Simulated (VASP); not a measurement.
# CdSe (F-43m) in VASP: a series of runs

Runs on CdSe. Level: PBE. Tasks: single point.

All numbers are computed with VASP 6.6.1; they aren't measurements. Logs are shortened: lines on timing, memory, paths and dates and some standing lists are left out, and cuts for length are marked.

### Step 1. The cell of the first run

Symmetry: F-43m, No. 216, cubic system. The conventional cell has a = 5.972 Å, b = 5.972 Å, c = 5.972 Å, α = 90.00°, β = 90.00°, γ = 90.00°. Within 3.4 Å of Cd (site symmetry -43m) lie 4 Se at 2.59 Å. Within 3.4 Å of Se (site symmetry -43m) lie 4 Cd at 2.59 Å.

### Step 2. Single point, PBE

INCAR reads:

```
PREC = Accurate
ENCUT = 520
EDIFF = 1E-6
ISMEAR = 0
SIGMA = 0.01
LREAL = F
LASPH = T
NELM = 60
ALGO = Normal
ISIF = 2
LWAVE = F
LCHARG = F
GGA = PE
NBANDS = 16
```

KPOINTS reads:

```
regular mesh
0
Gamma
  6 6 6
```

POSCAR reads:

```
CdSe
1.0
    0.0000000000      2.9861114626      2.9861114626
    2.9861114626      0.0000000000      2.9861114626
    2.9861114626      2.9861114626      0.0000000000
Cd Se
1 1
Direct
    0.0000000000      0.0000000000      0.0000000000
    0.7500000000      0.7500000000      0.7500000000
```

Potentials or basis: VASP PAW PBE potentials, release 64 (Cd, Se).

Started as:

```bash
$ cat potpaw_PBE.64/Cd/POTCAR potpaw_PBE.64/Se/POTCAR > POTCAR
$ mpirun -np 1 vasp_std > vasp.out
```

OUTCAR:

```text
PREC = Accurate
   ENCUT = 520
   EDIFF = 1E-6
   ISMEAR = 0
   LREAL = F
   LASPH = T
   NELM = 60
   ISIF = 2
   GGA = PE

 ion  position               nearest neighbor table
   1  0.000  0.000  0.000-   2 2.59   2 2.59   2 2.59   2 2.59
   2  0.750  0.750  0.750-   1 2.59   1 2.59   1 2.59   1 2.59

  LATTYP: Found a face centered cubic cell.
 ALAT       =     5.9722229252

  Lattice vectors:

 A1 = (   0.0000000000,   2.9861114626,   2.9861114626)
 A2 = (   2.9861114626,   0.0000000000,   2.9861114626)
 A3 = (   2.9861114626,   2.9861114626,   0.0000000000)

Analysis of symmetry for initial positions (statically):
=====================================================================
 Subroutine PRICEL returns:
 Original cell was already a primitive cell.

 Routine SETGRP: Setting up the symmetry group for a
 face centered cubic supercell.

 Subroutine GETGRP returns: Found 24 space group operations
 (whereof 24 operations were pure point group operations)
 out of a pool of 48 trial point group operations.

The static configuration has the point symmetry T_d .

Analysis of symmetry for dynamics (positions and initial velocities):
=====================================================================
 Subroutine PRICEL returns:
 Original cell was already a primitive cell.

 Routine SETGRP: Setting up the symmetry group for a
 face centered cubic supercell.

 Subroutine GETGRP returns: Found 24 space group operations
 (whereof 24 operations were pure point group operations)
 out of a pool of 48 trial point group operations.

The dynamic configuration has the point symmetry T_d .

 Subroutine INISYM returns: Found 24 space group operations
 (whereof 24 operations are pure point group operations),
 and found     1 'primitive' translations

----------------------------------------------------------------------------------------

                                     Primitive cell

  volume of cell :      53.2535

  direct lattice vectors                    reciprocal lattice vectors
     0.000000000  2.986111463  2.986111463    -0.167441841  0.167441841  0.167441841
     2.986111463  0.000000000  2.986111463     0.167441841 -0.167441841  0.167441841
     2.986111463  2.986111463  0.000000000     0.167441841  0.167441841 -0.167441841

  length of vectors
     4.222999329  4.222999329  4.222999329     0.290017776  0.290017776  0.290017776

  position of ions in fractional coordinates (direct lattice)
     0.000000000  0.000000000  0.000000000
     0.750000000  0.750000000  0.750000000

  ion indices of the primitive-cell ions
   primitive index   ion index
                 1           1
                 2           2

----------------------------------------------------------------------------------------

 KPOINTS: regular mesh

Automatic generation of k-mesh.
 Grid dimensions read from file:
 generate k-points for:    6    6    6

 Generating k-lattice:

  Cartesian coordinates                     Fractional coordinates (reciprocal lattice)
    -0.027906973  0.027906973  0.027906973     0.166666667  0.000000000  0.000000000
     0.027906973 -0.027906973  0.027906973     0.000000000  0.166666667  0.000000000
     0.027906973  0.027906973 -0.027906973     0.000000000  0.000000000  0.166666667

  Length of vectors
     0.048336296  0.048336296  0.048336296

  Shift w.r.t. Gamma in fractional coordinates (k-lattice)
     0.000000000  0.000000000  0.000000000

 Subroutine IBZKPT returns following result:
 ===========================================

 Found     16 irreducible k-points:

 Following reciprocal coordinates:
            Coordinates               Weight
  0.000000  0.000000  0.000000      1.000000
  0.166667  0.000000  0.000000      8.000000
  0.333333  0.000000  0.000000      8.000000
  0.500000  0.000000  0.000000      4.000000
  0.166667  0.166667  0.000000      6.000000
  0.333333  0.166667  0.000000     24.000000
[... 8 lines left out ...]
 -0.333333  0.333333  0.166667     24.000000
 -0.333333  0.500000  0.166667     12.000000
   k-points           NKPTS =     16   k-points in BZ     NKDIM =     16   number of bands    NBANDS=     16
   number of dos      NEDOS =    301   number of ions     NIONS =      2
   total plane-waves  NPLWV =  32768
   dimension x,y,z NGX =    32 NGY =   32 NGZ =   32
   dimension x,y,z NGXF=    64 NGYF=   64 NGZF=   64
   ions per type =               1   1
   NGX,Y,Z   is equivalent  to a cutoff of  12.60, 12.60, 12.60 a.u.
   NGXF,Y,Z  is equivalent  to a cutoff of  25.19, 25.19, 25.19 a.u.
 SYSTEM =  unknown system
   PREC   = accura    normal or accurate (medium, high low for compatibility)
   ISTART =      0    job   : 0-new  1-cont  2-samecut
   ICHARG =      2    charge: 1-file 2-atom 10-const
   ISPIN  =      1    spin polarized calculation?
   LNONCOLLINEAR =      F non collinear calculations
   LSORBIT =      F    spin-orbit coupling
   LASPH  =      T    aspherical Exc in radial PAW
   ENCUT  =  520.0 eV  38.22 Ry    6.18 a.u.   7.85  7.85  7.85*2*pi/ulx,y,z
   NELM   =     60;   NELMIN=  2; NELMDL= -5     # of ELM steps
   EDIFF  = 0.1E-05   stopping-criterion for ELM
   LREAL  =      F    real-space projection
   EDIFFG = 0.1E-04   stopping-criterion for IOM
   NSW    =      0    number of steps for IOM
   IBRION =     -1    ionic relax: 0-MD 1-quasi-New 2-CG
   NFREE  =      0    steps in history (QN), initial steepest desc. (CG)
   ISIF   =      2    stress and relaxation
   ISYM   =      2    0-nonsym 1-usesym 2-fastsym
   POTIM  = 0.5000    time-step for ionic-motion
   TEBEG  =    0.0;   TEEND  =   0.0 temperature during run
   PSTRESS=    0.0 pullay stress
   NELECT =      18.0000    total number of electrons
   NUPDOWN=      -1.0000    fix difference up-down
   EMIN   =  10.00;   EMAX   =-10.00  energy-range for DOS
   EFERMI =   0.00;   METHOD = LEGACY
   ISMEAR =     0;   SIGMA  =   0.01  broadening in eV -4-tet -1-fermi 0-gaus
   EFERMI_NEDOS =   21; number of points for ismear=-14 and -15
   IALGO  =     38    algorithm
   IMIX   =      4    mixing-type and parameters
     AMIX     =   0.40;   BMIX     =  1.00
     AMIX_MAG =   1.60;   BMIX_MAG =  1.00
  volume/ion in A,a.u.               =      26.63       179.69
  Fermi-wavevector in a.u.,A,eV,Ry     =   1.140380  2.155006 17.693926  1.300467
  Thomas-Fermi vector in A             =   2.277082
   LORBIT       =      0    0 simple, 1 ext, 2 COOP (PROOUT), +10 PAW based schemes
   GGA     = PE    functional components
   LHFCALC =     F    Hartree Fock is set to
   AEXX    =    0.0000 exact exchange contribution
   IVDW    =     0    specifies the selected vdW correction
   LEPSILON=     F    determine dielectric tensor
   LRPA    =     F    only Hartree local field effects (RPA)
 non-spin polarized calculation
 Gauss-broadening in eV      SIGMA  =   0.01
  energy-cutoff  :      520.00
  volume of cell :       53.25
 maximum number of plane-waves:      1459
   NGX = 15   NGY = 15   NGZ = 15

 number of electron      17.9999994 magnetization

 Free energy of the ion-electron system (eV)
  ---------------------------------------------------
  ext. energy  EPLUGINS =         0.00000000
  ---------------------------------------------------
  free energy    TOTEN  =        -5.37067051 eV

  energy without entropy =       -5.37067051  energy(sigma->0) =       -5.37067051

 E-fermi :   1.4423     XC(G=0):  -9.1369

 val. band max:        1.3998257429   @ k =   0.0000   0.0000   0.0000
 cond. band min:       2.1205894902   @ k =   0.0000   0.0000   0.0000
 fundamental gap:      0.7207637473
 Fermi energy:         1.4423054813

 k-point     1 :       0.0000    0.0000    0.0000
  band No.  band energies     occupation
      1     -11.5197      2.00000
      2      -6.7432      2.00000
      3      -6.7432      2.00000
      4      -6.7432      2.00000
      5      -6.3061      2.00000
      6      -6.3061      2.00000
[... 8 lines left out ...]
     15      12.6218      0.00000
     16      12.6218      0.00000

 k-point     2 :       0.1667    0.0000    0.0000
  band No.  band energies     occupation
      1     -11.4154      2.00000
      2      -6.7097      2.00000
      3      -6.7097      2.00000
      4      -6.6499      2.00000
      5      -6.3074      2.00000
      6      -6.3073      2.00000
[... 8 lines left out ...]
     15      11.5936      0.00000
     16      12.0584      0.00000

 k-point     3 :       0.3333    0.0000    0.0000
  band No.  band energies     occupation
      1     -11.2032      2.00000
      2      -6.6542      2.00000
      3      -6.6542      2.00000
      4      -6.3105      2.00000
      5      -6.2947      2.00000
      6      -6.2947      2.00000
[... 8 lines left out ...]
     15      12.0677      0.00000
     16      12.0677      0.00000

 k-point     4 :       0.5000    0.0000    0.0000
  band No.  band energies     occupation
      1     -11.0961      2.00000
      2      -6.6343      2.00000
      3      -6.6343      2.00000
      4      -6.2783      2.00000
      5      -6.2783      2.00000
      6      -5.9668      2.00000
[... 8 lines left out ...]
     15      13.7301      0.00000
     16      13.7301      0.00000

 k-point     5 :       0.1667    0.1667    0.0000
  band No.  band energies     occupation
      1     -11.3810      2.00000
      2      -6.6754      2.00000
      3      -6.6754      2.00000
      4      -6.6671      2.00000
      5      -6.3268      2.00000
      6      -6.2890      2.00000
[... 8 lines left out ...]
     15      12.8512      0.00000
     16      13.4331      0.00000

 k-point     6 :       0.3333    0.1667    0.0000
  band No.  band energies     occupation
      1     -11.2054      2.00000
      2      -6.6382      2.00000
      3      -6.6099      2.00000
      4      -6.4576      2.00000
      5      -6.2837      2.00000
      6      -6.2739      2.00000
[... 8 lines left out ...]
     15      13.0270      0.00000
     16      13.3935      0.00000

 k-point     7 :       0.5000    0.1667    0.0000
  band No.  band energies     occupation
      1     -11.0641      2.00000
      2      -6.6134      2.00000
      3      -6.5838      2.00000
      4      -6.3352      2.00000
      5      -6.2732      2.00000
      6      -5.9508      2.00000
[... 8 lines left out ...]
     15      13.4586      0.00000
     16      13.8346      0.00000

 k-point     8 :      -0.3333    0.1667    0.0000
  band No.  band energies     occupation
      1     -11.0992      2.00000
      2      -6.6137      2.00000
      3      -6.6075      2.00000
      4      -6.3120      2.00000
      5      -6.3071      2.00000
      6      -6.0582      2.00000
[... 8 lines left out ...]
     15      12.6238      0.00000
     16      13.7657      0.00000

 k-point     9 :      -0.1667    0.1667    0.0000
  band No.  band energies     occupation
      1     -11.2753      2.00000
      2      -6.6705      2.00000
      3      -6.6486      2.00000
      4      -6.4967      2.00000
      5      -6.3236      2.00000
      6      -6.2773      2.00000
[... 8 lines left out ...]
     15      12.2065      0.00000
     16      13.6625      0.00000

 k-point    10 :       0.3333    0.3333    0.0000
  band No.  band energies     occupation
      1     -11.1016      2.00000
      2      -6.5278      2.00000
      3      -6.5230      2.00000
      4      -6.5230      2.00000
      5      -6.2545      2.00000
      6      -6.2012      2.00000
[... 8 lines left out ...]
     15      13.4506      0.00000
     16      15.9664      0.00000

 k-point    11 :       0.5000    0.3333    0.0000
  band No.  band energies     occupation
      1     -10.9976      2.00000
      2      -6.5516      2.00000
      3      -6.4830      2.00000
      4      -6.4278      2.00000
      5      -6.2548      2.00000
      6      -5.9160      2.00000
[... 8 lines left out ...]
     15      14.0984      0.00000
     16      14.9233      0.00000

 k-point    12 :      -0.3333    0.3333    0.0000
  band No.  band energies     occupation
      1     -10.9975      2.00000
      2      -6.5776      2.00000
      3      -6.5197      2.00000
      4      -6.3525      2.00000
      5      -6.2906      2.00000
      6      -5.8105      2.00000
[... 8 lines left out ...]
     15      12.3361      0.00000
     16      15.8018      0.00000

 k-point    13 :       0.5000    0.5000    0.0000
  band No.  band energies     occupation
      1     -10.9630      2.00000
      2      -6.5363      2.00000
      3      -6.4364      2.00000
      4      -6.4364      2.00000
      5      -6.2372      2.00000
      6      -5.8949      2.00000
[... 8 lines left out ...]
     15      13.8831      0.00000
     16      14.9743      0.00000

 k-point    14 :       0.5000    0.3333    0.1667
  band No.  band energies     occupation
      1     -11.0662      2.00000
      2      -6.5739      2.00000
      3      -6.5662      2.00000
      4      -6.3919      2.00000
      5      -6.2757      2.00000
      6      -6.0433      2.00000
[... 8 lines left out ...]
     15      13.8137      0.00000
     16      14.7144      0.00000

 k-point    15 :      -0.3333    0.3333    0.1667
  band No.  band energies     occupation
      1     -10.9975      2.00000
      2      -6.5677      2.00000
      3      -6.5336      2.00000
      4      -6.3445      2.00000
      5      -6.2948      2.00000
      6      -5.8086      2.00000
[... 8 lines left out ...]
     15      13.5087      0.00000
     16      14.6690      0.00000

 k-point    16 :      -0.3333    0.5000    0.1667
  band No.  band energies     occupation
      1     -10.9639      2.00000
      2      -6.5343      2.00000
      3      -6.4992      2.00000
      4      -6.3813      2.00000
      5      -6.2749      2.00000
      6      -5.7771      2.00000
[... 8 lines left out ...]
     15      14.4656      0.00000
     16      14.5855      0.00000

------------------------ aborting loop because EDIFF is reached ----------------------------------------

  FORCE on cell =-STRESS in cart. coord.  units (eV):
  Direction    XX          YY          ZZ          XY          YZ          ZX
  --------------------------------------------------------------------------------------
  -------------------------------------------------------------------------------------
  Total        2.2733769      2.2733769      2.2733769      0.0000000      0.0000000     -0.0000000
  in kB       68.3965156     68.3965156     68.3965156      0.0000000      0.0000000     -0.0000000
  external PRESSURE =      68.3965156 kB  Pullay stress =       0.0000000 kB

 VOLUME and BASIS-vectors are now :
 -----------------------------------------------------------------------------
  energy-cutoff  :      520.00
  volume of cell :       53.25
      direct lattice vectors                 reciprocal lattice vectors
     0.000000000  2.986111463  2.986111463    -0.167441841  0.167441841  0.167441841
     2.986111463  0.000000000  2.986111463     0.167441841 -0.167441841  0.167441841
     2.986111463  2.986111463  0.000000000     0.167441841  0.167441841 -0.167441841

 POSITION                                       TOTAL-FORCE (eV/Angst)
 -----------------------------------------------------------------------------------
      0.00000      0.00000      0.00000        -0.000000      0.000000      0.000000
      4.47917      4.47917      4.47917         0.000000     -0.000000     -0.000000
 -----------------------------------------------------------------------------------
    total drift:                                0.000000      0.000000      0.000000

  FREE ENERGIE OF THE ION-ELECTRON SYSTEM (eV)
  ---------------------------------------------------
  free  energy   TOTEN  =        -5.3706705079 eV

  energy  without entropy=       -5.3706705079  energy(sigma->0) =       -5.37067051
```

Wall time 9.8 s (1 thread of Intel Xeon Platinum 8488C (Sapphire Rapids), shared host); peak memory 0.18 GiB.

What came out:

- Free energy: -5.3707 eV
- Pressure: 6.8 GPa
- Band gap on the k mesh: 0.72 eV, direct

Levels at points of the mesh, in eV from the valence-band top:
```csv
k point,band 7,band 8,band 9,band 10,band 11,band 12
"(0.00, 0.00, 0.00)",0.00,0.00,0.00,0.72,5.93,5.93
"(0.50, 0.00, 0.00)",-4.73,-0.83,-0.83,2.46,6.45,6.45
"(0.50, 0.50, 0.00)",-4.34,-2.05,-2.05,3.03,3.80,9.39
```

### Step 3. Single point, PBE

This run uses another cell than the first one, of 27.40 Å³/atom, 1.029 times its volume.

INCAR reads:

```
PREC     = Accurate       # precision mode
ENCUT    = 520            # plane-wave cutoff, eV
EDIFF    = 1E-7           # SCF threshold, eV
ISMEAR   = 0              # smearing method
SIGMA    = 0.01           # smearing width, eV
LREAL    = False          # projectors in reciprocal space
LASPH    = True           # aspherical terms in the spheres
NELM     = 100            # most SCF steps
ALGO     = Normal         # electronic algorithm
ISIF     = 2              # what is computed and relaxed
LWAVE    = False          # write WAVECAR
LCHARG   = True           # write CHGCAR
GGA      = PE             # functional
LELF     = True           # ELF
LVHAR    = True         
NBANDS   = 16             # bands
```

KPOINTS is that of step 2.

POSCAR reads:

```
CdSe
1.0
    0.0000000000      3.0146884283      3.0146884283
    3.0146884283      0.0000000000      3.0146884283
    3.0146884283      3.0146884283      0.0000000000
Cd Se
1 1
Direct
    0.0000000000      0.0000000000      0.0000000000
    0.7500000000      0.7500000000      0.7500000000
```

Potentials or basis: VASP PAW PBE potentials, release 64 (Cd, Se).

Started as:

```bash
$ cat potpaw_PBE.64/Cd/POTCAR potpaw_PBE.64/Se/POTCAR > POTCAR
$ mpirun -np 1 vasp_std > vasp.out
```

It took 16 s on 1 thread of Intel Xeon Platinum 8488C (Sapphire Rapids), shared host; peak memory 0.18 GiB.

Results (log left out):

```yaml
Free_energy: -5.4265 eV
Pressure: 4.8 GPa
Band_gap_on_the_k_mesh: 0.66 eV, direct
```

Levels at points of the mesh, in eV from the valence-band top:
| k point | band 6 | band 7 | band 8 | band 9 | band 10 | band 11 | band 12 | band 13 |
| --- | --- | --- | --- | --- | --- | --- | --- | --- |
| (0.00, 0.00, 0.00) | -7.63 | 0.00 | 0.00 | 0.00 | 0.66 | 5.93 | 5.93 | 5.93 |
| (0.50, 0.00, 0.00) | -7.31 | -4.55 | -0.79 | -0.79 | 2.43 | 6.45 | 6.45 | 7.50 |
| (0.50, 0.50, 0.00) | -7.24 | -4.20 | -1.95 | -1.95 | 3.09 | 3.78 | 9.25 | 10.37 |

### Step 4. Single point, PBE

This run uses another cell than the first one, of 28.17 Å³/atom, 1.058 times its volume.

INCAR reads:

```
PREC = Accurate ; ENCUT = 520
EDIFF = 1E-7 ; ISMEAR = 0
SIGMA = 0.01 ; LREAL = F
LASPH = T ; NELM = 100
ALGO = Normal ; ISIF = 2
LWAVE = F ; LCHARG = F
GGA = PE ; NBANDS = 16
```

KPOINTS is that of step 3.

POSCAR reads:

```
CdSe
1.0
    0.0000000000      3.0427336520      3.0427336520
    3.0427336520      0.0000000000      3.0427336520
    3.0427336520      3.0427336520      0.0000000000
Cd Se
1 1
Direct
    0.0000000000      0.0000000000      0.0000000000
    0.7500000000      0.7500000000      0.7500000000
```

Started as:

```bash
$ cat potpaw_PBE.64/Cd/POTCAR potpaw_PBE.64/Se/POTCAR > POTCAR
$ mpirun -np 1 vasp_std > vasp.out
```

Run time: 12 s. Hardware: 1 thread of Intel Xeon Platinum 8488C (Sapphire Rapids), shared host; peak memory 0.17 GiB.

Results (log left out):

```yaml
Free_energy: -5.4643 eV
Pressure: 3.1 GPa
Band_gap_on_the_k_mesh: 0.60 eV, direct
```

Levels at points of the mesh, in eV from the valence-band top:
| k point | band 6 | band 7 | band 8 | band 9 | band 10 | band 11 | band 12 | band 13 |
| --- | --- | --- | --- | --- | --- | --- | --- | --- |
| (0.00, 0.00, 0.00) | -7.56 | 0.00 | 0.00 | 0.00 | 0.60 | 5.93 | 5.93 | 5.93 |
| (0.50, 0.00, 0.00) | -7.27 | -4.38 | -0.75 | -0.75 | 2.39 | 6.44 | 6.44 | 7.42 |
| (0.50, 0.50, 0.00) | -7.20 | -4.08 | -1.85 | -1.85 | 3.14 | 3.76 | 9.11 | 10.21 |

(Part 1 of 2 ends here.)
